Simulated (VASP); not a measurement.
Write the native input for VASP 6.6.1 that does the following.

```
Task                   : single point
Functional             : r2SCAN
Potentials or basis    : VASP PAW PBE potentials, release 64 (Zn, O)
Cutoff                 : 520 eV
k mesh                 : 12 × 12 × 6
Occupations            : gaussian, width 0.02 eV
Spin                   : no spin polarisation
Dipole correction      : no
Further INCAR settings : ALGO = Normal; EDIFF = 1e-07; NBANDS = 26
```

The system is ZnO.

```
CELL_PARAMETERS angstrom
3.23529 0.00000 0.00000
-1.61765 2.80184 0.00000
0.00000 0.00000 5.21143
ATOMIC_POSITIONS crystal
Zn 0.33333 0.66667 0.99769
Zn 0.66667 0.33333 0.49769
O 0.33333 0.66667 0.37731
O 0.66667 0.33333 0.87731
```

These files were run (other wordings do the same):

POSCAR

```
ZnO
1.0
    3.2352912514      0.0000000000      0.0000000000
   -1.6176456257      2.8018444124      0.0000000000
    0.0000000000      0.0000000000      5.2114266958
Zn O
2 2
Direct
    0.3333333333      0.6666666667     -0.0023128493
    0.6666666667      0.3333333333      0.4976871507
    0.3333333333      0.6666666667      0.3773128493
    0.6666666667      0.3333333333      0.8773128493
```

INCAR.step1

```
SYSTEM = ZnO
PREC = Accurate ; ENCUT = 520
ISMEAR = 0 ; SIGMA = 0.02
LREAL = .FALSE. ; LASPH = .TRUE.
NELM = 60 ; NBANDS = 26
GGA = PE ; ALGO = Normal
EDIFF = 1E-4 ; LWAVE = .TRUE.
LCHARG = .FALSE.
```

INCAR.step2

```
SYSTEM = ZnO
PREC = Accurate ; ENCUT = 520
EDIFF = 1E-7 ; ISMEAR = 0
SIGMA = 0.02 ; LREAL = .FALSE.
LASPH = .TRUE. ; NELM = 60
ALGO = Normal ; ISIF = 2
LWAVE = .FALSE. ; LCHARG = .FALSE.
METAGGA = R2SCAN ; LMIXTAU = .TRUE.
NBANDS = 26 ; ISTART = 1
```

KPOINTS

```
regular mesh
0
G
  12 12 6
  0 0 0
```

Potentials or basis: VASP PAW PBE potentials, release 64 (Zn, O).

Run with:

```sh
$ cat potpaw_PBE.64/Zn/POTCAR potpaw_PBE.64/O/POTCAR > POTCAR
$ cp INCAR.step1 INCAR
$ mpirun -np 1 vasp_std > vasp.out
$ cp INCAR.step2 INCAR
$ mpirun -np 1 vasp_std > vasp.out
```

Results of the run:

| Property | Result |
| --- | --- |
| Pressure | 1.0 GPa |
| Band gap on the k mesh | 1.23 eV, direct |

Caveat: the PAW data sets were made with another functional, which shifts forces and pressure a little.

It took 9.9 min on 1 thread of AMD EPYC 7R13 (shared host), peak memory 0.19 GiB.
